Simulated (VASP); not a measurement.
A run of VASP 6.6.1:

Contents of POSCAR:

```
Ag
1.0
    0.0000000000      2.0268050000      2.0268050000
    2.0268050000      0.0000000000      2.0268050000
    2.0268050000      2.0268050000      0.0000000000
Ag
1
Direct
    0.0000000000      0.0000000000      0.0000000000
```

INCAR.step1

```
  ALGO = Normal
  EDIFF = 1E-5
  ENCUT = 550
  GGA = PE
  GGA_COMPAT = False
  ISMEAR = -1
  LASPH = True
  LCHARG = False
  LREAL = False
  LWAVE = True
  NBANDS = 12
  NELM = 120
  PREC = Accurate
  SIGMA = 0.05
```

Contents of INCAR.step2:

```
  ALGO = Normal
  EDIFF = 1E-6
  ENCUT = 550
  GGA_COMPAT = False
  ISIF = 2
  ISMEAR = -1
  ISTART = 1
  LASPH = True
  LCHARG = True
  LELF = True
  LMIXTAU = True
  LREAL = False
  LVHAR = True
  LWAVE = False
  METAGGA = R2SCAN
  NBANDS = 12
  NELM = 120
  PREC = Accurate
  SIGMA = 0.05
```

The input KPOINTS:

```
k-points
0
Gamma
  13 13 13
```

Potentials or basis: VASP PAW PBE potentials, release 64 (Ag).

The run is started by

```console
$ cat potpaw_PBE.64/Ag/POTCAR > POTCAR
$ cp INCAR.step1 INCAR
$ mpirun -np 1 vasp_std > vasp.out
$ cp INCAR.step2 INCAR
$ mpirun -np 1 vasp_std > vasp.out
```

Hardware: 1 thread of Intel(R) Xeon(R) 6975P-C (Granite Rapids), on a shared host.

**Question.** How long does it take, and how much memory?

**Answer.** Wall time 20 s on 1 thread of Intel(R) Xeon(R) 6975P-C (Granite Rapids), with other jobs on the host, peak memory 0.15 GiB. Counts: k points 84.
